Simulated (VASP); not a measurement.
Set up this calculation in VASP 6.6.1, as the native input.

```
Task                   : relaxation of cell and atoms
Functional             : PBEsol
Potentials or basis    : VASP PAW PBE potentials, release 64 (Ag, I)
Cutoff                 : 500 eV
k mesh                 : 8 × 8 × 4
Occupations            : fermi-dirac, width 0.08 eV
Spin                   : no spin polarisation
Dipole correction      : no
Further INCAR settings : ALGO = Normal; EDIFF = 1e-07; IBRION = 2; EDIFFG = -0.002; NSW = 100; ISIF = 3
```

The structure of AgI lies in POSCAR:

```
AgI
1.0
    4.5900000000      0.0000000000      0.0000000000
   -2.2950000000      3.9750566034      0.0000000000
    0.0000000000      0.0000000000      7.5200000000
Ag I
2 2
Direct
    0.6666666667      0.3333333333      0.6300000000
    0.3333333333      0.6666666667      0.1300000000
    0.6666666667      0.3333333333      0.0000000000
    0.3333333333      0.6666666667      0.5000000000
```

One way to write it, as run:

INCAR

```
SYSTEM = AgI
ALGO = Normal
EDIFF = 1E-7
EDIFFG = -0.002
ENCUT = 500
GGA = PS
GGA_COMPAT = .False.
IBRION = 2
ISIF = 3
ISMEAR = -1
LASPH = .True.
LCHARG = .False.
LREAL = .False.
LWAVE = .False.
NELM = 120
NELMIN = 4
NSW = 100
PREC = Accurate
SIGMA = 0.08
```

KPOINTS

```
k-points
0
Gamma
  8 8 4
  0 0 0
```

Potentials or basis: VASP PAW PBE potentials, release 64 (Ag, I).

Run with:

```bash
$ cat potpaw_PBE.64/Ag/POTCAR potpaw_PBE.64/I/POTCAR > POTCAR
$ mpirun -np 1 vasp_std > vasp.out
```

Results of the run:

- Relaxed volume: 33.50 Å³/atom
- Relaxed cell: a = 4.558 Å, b = 4.558 Å, c = 7.448 Å, α = 90.00°, β = 90.00°, γ = 120.00°
- Space group after relaxing (to 0.1 Å): P6_3mc (No. 186)
- Energy gained by relaxing: 2.6 meV/atom
- Ionic steps: 16
- Pressure after relaxing: 0.0 GPa
- Band gap on the k mesh: 1.23 eV

Caveat: the PAW data sets were made with another functional, which shifts forces and pressure a little; spin-orbit coupling is left out, which moves the levels of the heavy elements.

Run time: 14 min on 1 thread of Oxide Virtual Turin-like Processor (shared host), peak memory 0.27 GiB.
